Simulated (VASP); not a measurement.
# BaO (Fm-3m) in VASP: settings compared

The runs below take BaO through single point, with PBEsol, RPBE, r2SCAN.

Program: VASP 6.6.1. These are calculated values, not measurements. Logs are shortened: lines on timing, memory, paths and dates and some standing lists are left out, and cuts for length are marked.

### Step 1. The cell of the first run

The structure is cubic, space group Fm-3m (No. 225). The conventional cell has a = 5.544 Å, b = 5.544 Å, c = 5.544 Å, α = 90.00°, β = 90.00°, γ = 90.00°. Ba (site symmetry m-3m) has 6 O at 2.77 Å within 3.7 Å. O (site symmetry m-3m) has 6 Ba at 2.77 Å within 3.7 Å.

### Step 2. Single point, PBEsol

File INCAR:

```
SYSTEM = BaO
PREC = Accurate
ENCUT = 600
EDIFF = 1E-6
ISMEAR = 0
SIGMA = 0.05
LREAL = .FALSE.
LASPH = .TRUE.
NELM = 120
ALGO = Normal
ISIF = 2
LWAVE = .FALSE.
LCHARG = .FALSE.
GGA = PS
NBANDS = 15
GGA_COMPAT = .FALSE.
```

File KPOINTS:

```
Automatic mesh
0
G
  8 8 8
  0 0 0
```

File POSCAR:

```
BaO
1.0
    0.0000000000      2.7719946919      2.7719946919
    2.7719946919      0.0000000000      2.7719946919
    2.7719946919      2.7719946919      0.0000000000
Ba O
1 1
Direct
    0.5000000000      0.5000000000      0.5000000000
    0.0000000000      0.0000000000      0.0000000000
```

Potentials or basis: VASP PAW PBE potentials, release 64 (Ba_sv, O).

The run is started by

```sh
$ cat potpaw_PBE.64/Ba_sv/POTCAR potpaw_PBE.64/O/POTCAR > POTCAR
$ mpirun -np 1 vasp_std > vasp.out
```

OUTCAR:

```text
SYSTEM = BaO
   PREC = Accurate
   ENCUT = 600
   EDIFF = 1E-6
   ISMEAR = 0
   LREAL = .FALSE.
   LASPH = .TRUE.
   NELM = 120
   ISIF = 2
   GGA = PS

 ion  position               nearest neighbor table
   1  0.500  0.500  0.500-   2 2.77   2 2.77   2 2.77   2 2.77   2 2.77   2 2.77
   2  0.000  0.000  0.000-   1 2.77   1 2.77   1 2.77   1 2.77   1 2.77   1 2.77

  LATTYP: Found a face centered cubic cell.
 ALAT       =     5.5439893838

  Lattice vectors:

 A1 = (   0.0000000000,   2.7719946919,   2.7719946919)
 A2 = (   2.7719946919,   0.0000000000,   2.7719946919)
 A3 = (   2.7719946919,   2.7719946919,   0.0000000000)

Analysis of symmetry for initial positions (statically):
=====================================================================
 Subroutine PRICEL returns:
 Original cell was already a primitive cell.

 Routine SETGRP: Setting up the symmetry group for a
 face centered cubic supercell.

 Subroutine GETGRP returns: Found 48 space group operations
 (whereof 48 operations were pure point group operations)
 out of a pool of 48 trial point group operations.

The static configuration has the point symmetry O_h .

Analysis of symmetry for dynamics (positions and initial velocities):
=====================================================================
 Subroutine PRICEL returns:
 Original cell was already a primitive cell.

 Routine SETGRP: Setting up the symmetry group for a
 face centered cubic supercell.

 Subroutine GETGRP returns: Found 48 space group operations
 (whereof 48 operations were pure point group operations)
 out of a pool of 48 trial point group operations.

The dynamic configuration has the point symmetry O_h .

 Subroutine INISYM returns: Found 48 space group operations
 (whereof 48 operations are pure point group operations),
 and found     1 'primitive' translations

----------------------------------------------------------------------------------------

                                     Primitive cell

  volume of cell :      42.5998

  direct lattice vectors                    reciprocal lattice vectors
     0.000000000  2.771994692  2.771994692    -0.180375526  0.180375526  0.180375526
     2.771994692  0.000000000  2.771994692     0.180375526 -0.180375526  0.180375526
     2.771994692  2.771994692  0.000000000     0.180375526  0.180375526 -0.180375526

  length of vectors
     3.920192488  3.920192488  3.920192488     0.312419575  0.312419575  0.312419575

  position of ions in fractional coordinates (direct lattice)
[... 83 lines left out ...]
   IBRION =     -1    ionic relax: 0-MD 1-quasi-New 2-CG
   NFREE  =      0    steps in history (QN), initial steepest desc. (CG)
   ISIF   =      2    stress and relaxation
   ISYM   =      2    0-nonsym 1-usesym 2-fastsym
   POTIM  = 0.5000    time-step for ionic-motion
   TEBEG  =    0.0;   TEEND  =   0.0 temperature during run
   PSTRESS=    0.0 pullay stress
   NELECT =      16.0000    total number of electrons
   NUPDOWN=      -1.0000    fix difference up-down
   EMIN   =  10.00;   EMAX   =-10.00  energy-range for DOS
   EFERMI =   0.00;   METHOD = LEGACY
   ISMEAR =     0;   SIGMA  =   0.05  broadening in eV -4-tet -1-fermi 0-gaus
   EFERMI_NEDOS =   21; number of points for ismear=-14 and -15
   IALGO  =     38    algorithm
   IMIX   =      4    mixing-type and parameters
     AMIX     =   0.40;   BMIX     =  1.00
     AMIX_MAG =   1.60;   BMIX_MAG =  1.00
  volume/ion in A,a.u.               =      21.30       143.74
  Fermi-wavevector in a.u.,A,eV,Ry     =   1.181170  2.232088 18.982341  1.395163
  Thomas-Fermi vector in A             =   2.317449
   LORBIT       =      0    0 simple, 1 ext, 2 COOP (PROOUT), +10 PAW based schemes
   GGA     = PS    functional components
   LHFCALC =     F    Hartree Fock is set to
   AEXX    =    0.0000 exact exchange contribution
   IVDW    =     0    specifies the selected vdW correction
   LEPSILON=     F    determine dielectric tensor
   LRPA    =     F    only Hartree local field effects (RPA)
 non-spin polarized calculation
 Gauss-broadening in eV      SIGMA  =   0.05
  energy-cutoff  :      600.00
  volume of cell :       42.60
 maximum number of plane-waves:      1433
   NGX = 15   NGY = 15   NGZ = 15

 number of electron      16.0000000 magnetization

 Free energy of the ion-electron system (eV)
  ---------------------------------------------------
  ext. energy  EPLUGINS =         0.00000000
  ---------------------------------------------------
  free energy    TOTEN  =       -12.40095436 eV

  energy without entropy =      -12.40095436  energy(sigma->0) =      -12.40095436

 E-fermi :   1.8925     XC(G=0):  -9.8418

 val. band max:        1.6845700197   @ k =   0.5000   0.5000   0.0000
 cond. band min:       3.5645272105   @ k =   0.5000   0.5000   0.0000
 fundamental gap:      1.8799571908
 Fermi energy:         1.8924947426

 k-point     1 :       0.0000    0.0000    0.0000
  band No.  band energies     occupation
      1     -24.1533      2.00000
      2     -13.2349      2.00000
      3      -8.6482      2.00000
      4      -8.6482      2.00000
      5      -8.6482      2.00000
      6       1.3395      2.00000
      7       1.3395      2.00000
      8       1.3395      2.00000
      9       5.0418      0.00000
     10       6.3227      0.00000
     11       6.3227      0.00000
     12       6.3227      0.00000
     13       8.6032      0.00000
     14       8.6032      0.00000
[... 401 lines left out ...]
      2     -13.8028      2.00000
      3      -9.2833      2.00000
      4      -9.2829      2.00000
      5      -8.7605      2.00000
      6       0.1219      2.00000
      7       0.7432      2.00000
      8       0.8140      2.00000
      9       6.4614      0.00000
     10       7.0654      0.00000
     11       9.4842      0.00000
     12       9.5332      0.00000
     13      11.7544      0.00000
     14      13.3515      0.00000
     15      13.6682      0.00000

 [... further k-points ...]
[... 5 lines left out ...]
  --------------------------------------------------------------------------------------
  -------------------------------------------------------------------------------------
  Total       -0.1383192     -0.1383192     -0.1383192      0.0000000      0.0000000      0.0000000
  in kB       -5.2021866     -5.2021866     -5.2021866      0.0000000      0.0000000      0.0000000
  external PRESSURE =      -5.2021866 kB  Pullay stress =       0.0000000 kB

 VOLUME and BASIS-vectors are now :
 -----------------------------------------------------------------------------
  energy-cutoff  :      600.00
  volume of cell :       42.60
      direct lattice vectors                 reciprocal lattice vectors
     0.000000000  2.771994692  2.771994692    -0.180375526  0.180375526  0.180375526
     2.771994692  0.000000000  2.771994692     0.180375526 -0.180375526  0.180375526
     2.771994692  2.771994692  0.000000000     0.180375526  0.180375526 -0.180375526

 POSITION                                       TOTAL-FORCE (eV/Angst)
 -----------------------------------------------------------------------------------
      2.77199      2.77199      2.77199         0.000000      0.000000     -0.000000
      0.00000      0.00000      0.00000        -0.000000     -0.000000      0.000000
 -----------------------------------------------------------------------------------
    total drift:                                0.000000     -0.000000     -0.000000

  FREE ENERGIE OF THE ION-ELECTRON SYSTEM (eV)
  ---------------------------------------------------
  free  energy   TOTEN  =       -12.4009543556 eV

  energy  without entropy=      -12.4009543556  energy(sigma->0) =      -12.40095436
```

OSZICAR:

```text
N       E                     dE             d eps       ncg     rms          rms(c)
DAV:   1     0.801471577884E+02    0.80147E+02   -0.79014E+03   870   0.108E+03
DAV:   2    -0.108495273339E+02   -0.90997E+02   -0.80296E+02  1266   0.201E+02
DAV:   3    -0.146744207487E+02   -0.38249E+01   -0.37954E+01  1080   0.433E+01
DAV:   4    -0.147583589903E+02   -0.83938E-01   -0.83929E-01  1035   0.479E+00
DAV:   5    -0.147596967202E+02   -0.13377E-02   -0.13377E-02  1038   0.770E-01    0.902E+00
DAV:   6    -0.126848134606E+02    0.20749E+01   -0.76547E+00   912   0.205E+01    0.628E+00
DAV:   7    -0.124428095643E+02    0.24200E+00   -0.62933E-01   989   0.611E+00    0.223E+00
DAV:   8    -0.124010901086E+02    0.41719E-01   -0.99203E-02  1087   0.304E+00    0.522E-01
DAV:   9    -0.124003740097E+02    0.71610E-03   -0.82498E-03  1010   0.848E-01    0.173E-01
DAV:  10    -0.124009769009E+02   -0.60289E-03   -0.16600E-03   954   0.312E-01    0.490E-02
DAV:  11    -0.124009543911E+02    0.22510E-04   -0.13365E-04  1017   0.101E-01    0.252E-02
DAV:  12    -0.124009543556E+02    0.35423E-07   -0.98904E-06   989   0.270E-02
   1 F= -.12400954E+02 E0= -.12400954E+02  d E =-.510458E-11
```

It took 8.1 s on 1 thread of Intel Xeon 6975P-C (Granite Rapids), shared host; peak memory 0.18 GiB.

Results:

| Item | Value |
| --- | --- |
| Free energy | -12.4010 eV |
| Pressure | -0.5 GPa |
| Band gap on the k mesh | 1.88 eV, direct |

Levels at points of the mesh, in eV from the valence-band top:
```csv
k point,band 6,band 7,band 8,band 9,band 10,band 11
"(0.00, 0.00, 0.00)",-0.35,-0.35,-0.35,3.36,4.64,4.64
"(0.50, 0.00, 0.00)",-2.04,-1.49,-1.49,4.86,7.14,7.14
"(0.50, 0.50, 0.00)",-0.16,-0.16,0.00,1.88,5.92,8.89
```

Caveat: the PAW data sets were made with another functional, which shifts forces and pressure a little; spin-orbit coupling is left out, which moves the levels of the heavy elements.

### Step 3. Single point, RPBE

File INCAR:

```
PREC     = Accurate       # precision mode
ENCUT    = 600            # plane-wave cutoff, eV
EDIFF    = 1E-6           # SCF threshold, eV
ISMEAR   = 0              # smearing method
SIGMA    = 0.05           # smearing width, eV
LREAL    = False          # projectors in reciprocal space
LASPH    = True           # aspherical terms in the spheres
NELM     = 120            # most SCF steps
ALGO     = Normal         # electronic algorithm
ISIF     = 2              # what is computed and relaxed
LWAVE    = False          # write WAVECAR
LCHARG   = False          # write CHGCAR
GGA      = RP             # functional
NBANDS   = 15             # bands
GGA_COMPAT= False
```

File KPOINTS:

```
regular mesh
0
Gamma
  8 8 8
```

POSCAR is that of step 2.

Potentials or basis: VASP PAW PBE potentials, release 64 (Ba_sv, O).

The run is started by

```sh
$ cat potpaw_PBE.64/Ba_sv/POTCAR potpaw_PBE.64/O/POTCAR > POTCAR
$ mpirun -np 1 vasp_std > vasp.out
```

OUTCAR:

```text
PREC = Accurate
   ENCUT = 600
   EDIFF = 1E-6
   ISMEAR = 0
   LREAL = False
   LASPH = True
   NELM = 120
   ISIF = 2
   GGA = RP

 ion  position               nearest neighbor table
   1  0.500  0.500  0.500-   2 2.77   2 2.77   2 2.77   2 2.77   2 2.77   2 2.77
   2  0.000  0.000  0.000-   1 2.77   1 2.77   1 2.77   1 2.77   1 2.77   1 2.77

  LATTYP: Found a face centered cubic cell.
 ALAT       =     5.5439893838

  Lattice vectors:

 A1 = (   0.0000000000,   2.7719946919,   2.7719946919)
 A2 = (   2.7719946919,   0.0000000000,   2.7719946919)
 A3 = (   2.7719946919,   2.7719946919,   0.0000000000)

Analysis of symmetry for initial positions (statically):
=====================================================================
 Subroutine PRICEL returns:
 Original cell was already a primitive cell.

 Routine SETGRP: Setting up the symmetry group for a
 face centered cubic supercell.

 Subroutine GETGRP returns: Found 48 space group operations
 (whereof 48 operations were pure point group operations)
 out of a pool of 48 trial point group operations.

The static configuration has the point symmetry O_h .

Analysis of symmetry for dynamics (positions and initial velocities):
=====================================================================
 Subroutine PRICEL returns:
 Original cell was already a primitive cell.

 Routine SETGRP: Setting up the symmetry group for a
 face centered cubic supercell.

 Subroutine GETGRP returns: Found 48 space group operations
 (whereof 48 operations were pure point group operations)
 out of a pool of 48 trial point group operations.

The dynamic configuration has the point symmetry O_h .

 Subroutine INISYM returns: Found 48 space group operations
 (whereof 48 operations are pure point group operations),
 and found     1 'primitive' translations

----------------------------------------------------------------------------------------

                                     Primitive cell

  volume of cell :      42.5998

[... 113 lines left out ...]
   GGA     = RP    functional components
   LHFCALC =     F    Hartree Fock is set to
   AEXX    =    0.0000 exact exchange contribution
   IVDW    =     0    specifies the selected vdW correction
   LEPSILON=     F    determine dielectric tensor
   LRPA    =     F    only Hartree local field effects (RPA)
 non-spin polarized calculation
 Gauss-broadening in eV      SIGMA  =   0.05
  energy-cutoff  :      600.00
  volume of cell :       42.60
 maximum number of plane-waves:      1433
   NGX = 15   NGY = 15   NGZ = 15

 number of electron      16.0000000 magnetization

 Free energy of the ion-electron system (eV)
  ---------------------------------------------------
  ext. energy  EPLUGINS =         0.00000000
  ---------------------------------------------------
  free energy    TOTEN  =       -11.09199581 eV

  energy without entropy =      -11.09199581  energy(sigma->0) =      -11.09199581

 E-fermi :   2.3288     XC(G=0):  -9.3699

 val. band max:        2.0269630359   @ k =   0.5000   0.5000   0.0000
 cond. band min:       4.1254184070   @ k =   0.5000   0.5000   0.0000
 fundamental gap:      2.0984553711
 Fermi energy:         2.3288272319

 k-point     1 :       0.0000    0.0000    0.0000
  band No.  band energies     occupation
      1     -23.9609      2.00000
      2     -13.0767      2.00000
      3      -8.5042      2.00000
      4      -8.5042      2.00000
      5      -8.5042      2.00000
      6       1.6977      2.00000
      7       1.6977      2.00000
      8       1.6977      2.00000
      9       5.7569      0.00000
     10       6.7579      0.00000
     11       6.7579      0.00000
     12       6.7579      0.00000
     13       8.9662      0.00000
     14       8.9662      0.00000
[... 401 lines left out ...]
      2     -13.6240      2.00000
      3      -9.1024      2.00000
      4      -9.1021      2.00000
      5      -8.6102      2.00000
      6       0.5282      2.00000
      7       1.1178      2.00000
      8       1.1782      2.00000
      9       6.9650      0.00000
     10       7.5663      0.00000
     11       9.8804      0.00000
     12       9.8808      0.00000
     13      12.0437      0.00000
     14      13.8576      0.00000
     15      14.2624      0.00000

 [... further k-points ...]
[... 5 lines left out ...]
  --------------------------------------------------------------------------------------
  -------------------------------------------------------------------------------------
  Total        1.3808904      1.3808904      1.3808904     -0.0000000      0.0000000      0.0000000
  in kB       51.9352949     51.9352949     51.9352949     -0.0000000      0.0000000      0.0000000
  external PRESSURE =      51.9352949 kB  Pullay stress =       0.0000000 kB

 VOLUME and BASIS-vectors are now :
 -----------------------------------------------------------------------------
  energy-cutoff  :      600.00
  volume of cell :       42.60
      direct lattice vectors                 reciprocal lattice vectors
     0.000000000  2.771994692  2.771994692    -0.180375526  0.180375526  0.180375526
     2.771994692  0.000000000  2.771994692     0.180375526 -0.180375526  0.180375526
     2.771994692  2.771994692  0.000000000     0.180375526  0.180375526 -0.180375526

 POSITION                                       TOTAL-FORCE (eV/Angst)
 -----------------------------------------------------------------------------------
      2.77199      2.77199      2.77199         0.000000     -0.000000      0.000000
      0.00000      0.00000      0.00000        -0.000000      0.000000     -0.000000
 -----------------------------------------------------------------------------------
    total drift:                                0.000000     -0.000000     -0.000000

  FREE ENERGIE OF THE ION-ELECTRON SYSTEM (eV)
  ---------------------------------------------------
  free  energy   TOTEN  =       -11.0919958060 eV

  energy  without entropy=      -11.0919958060  energy(sigma->0) =      -11.09199581
```

stdout:

```text
POSCAR found type information on POSCAR BaO
 POSCAR found :  2 types and       2 ions
 scaLAPACK will be used
 -----------------------------------------------------------------------------
|                                                                             |
|                                                                             |
|     You enforced a specific xc type in the INCAR file but a different       |
|     I HOPE YOU KNOW WHAT YOU ARE DOING!                                     |
|                                                                             |
 -----------------------------------------------------------------------------

 LDA part: xc-table for (Slater+PW92), standard interpolation
 POSCAR, INCAR and KPOINTS ok, starting setup
 FFT: planning ... GRIDC
 FFT: planning ... GRID_SOFT
 FFT: planning ... GRID
 WAVECAR not read
 entering main loop
```

It took 10 s on 1 thread of Intel Xeon 6975P-C (Granite Rapids), shared host; peak memory 0.18 GiB.

Results:

```yaml
Free_energy: -11.0920 eV
Pressure: 5.2 GPa
Band_gap_on_the_k_mesh: 2.10 eV, direct
```

Levels at points of the mesh, in eV from the valence-band top:
| k point | band 5 | band 6 | band 7 | band 8 | band 9 | band 10 | band 11 | band 12 |
| --- | --- | --- | --- | --- | --- | --- | --- | --- |
| (0.00, 0.00, 0.00) | -10.53 | -0.33 | -0.33 | -0.33 | 3.73 | 4.73 | 4.73 | 4.73 |
| (0.50, 0.00, 0.00) | -10.65 | -1.93 | -1.45 | -1.45 | 5.01 | 7.16 | 7.16 | 8.36 |
| (0.50, 0.50, 0.00) | -11.09 | -0.15 | -0.15 | 0.00 | 2.10 | 5.99 | 8.83 | 9.58 |

Caveat: the PAW data sets were made with another functional, which shifts forces and pressure a little; spin-orbit coupling is left out, which moves the levels of the heavy elements.

### Step 4. Single point, r2SCAN (volume scaled by 0.960)

File POSCAR:

```
BaO
1.0
    0.0000000000      2.7345307117      2.7345307117
    2.7345307117      0.0000000000      2.7345307117
    2.7345307117      2.7345307117      0.0000000000
Ba O
1 1
Direct
    0.5000000000      0.5000000000      0.5000000000
    0.0000000000      0.0000000000      0.0000000000
```

File INCAR.step1:

```
SYSTEM = BaO
PREC = Accurate
ENCUT = 660
ISMEAR = 0
SIGMA = 0.05
LREAL = .False.
LASPH = .True.
NELM = 120
NBANDS = 15
GGA = PE
ALGO = Normal
EDIFF = 1E-5
LWAVE = .True.
LCHARG = .False.
GGA_COMPAT = .False.
```

File INCAR.step2:

```
SYSTEM = BaO
PREC = Accurate
ENCUT = 660
EDIFF = 1E-6
ISMEAR = 0
SIGMA = 0.05
LREAL = .False.
LASPH = .True.
NELM = 120
ALGO = Normal
ISIF = 2
LWAVE = .False.
LCHARG = .False.
METAGGA = R2SCAN
LMIXTAU = .True.
NBANDS = 15
ISTART = 1
GGA_COMPAT = .False.
```

File KPOINTS:

```
Automatic mesh
0
Gamma
  8 8 8
  0 0 0
```

The run is started by

```sh
$ cat potpaw_PBE.64/Ba_sv/POTCAR potpaw_PBE.64/O/POTCAR > POTCAR
$ cp INCAR.step1 INCAR
$ mpirun -np 1 vasp_std > vasp.out
$ cp INCAR.step2 INCAR
$ mpirun -np 1 vasp_std > vasp.out
```

Wall time 33 s (1 thread of Intel Xeon 6975P-C (Granite Rapids), shared host); peak memory 0.2 GiB.

The run converged. Its results:

```yaml
Free_energy: -37.7887 eV
Pressure: 5.3 GPa
Band_gap_on_the_k_mesh: 2.17 eV, direct
```

Levels at points of the mesh, in eV from the valence-band top:
```tsv
k point	band 6	band 7	band 8	band 9	band 10	band 11
(0.00, 0.00, 0.00)	-0.48	-0.48	-0.48	4.30	5.09	5.09
(0.50, 0.00, 0.00)	-2.13	-1.69	-1.69	5.35	7.77	7.77
(0.50, 0.50, 0.00)	-0.24	-0.24	0.00	2.17	6.73	9.72
```

Caveat: the PAW data sets were made with another functional, which shifts forces and pressure a little; spin-orbit coupling is left out, which moves the levels of the heavy elements.

(Part 1 of 2 ends here.)
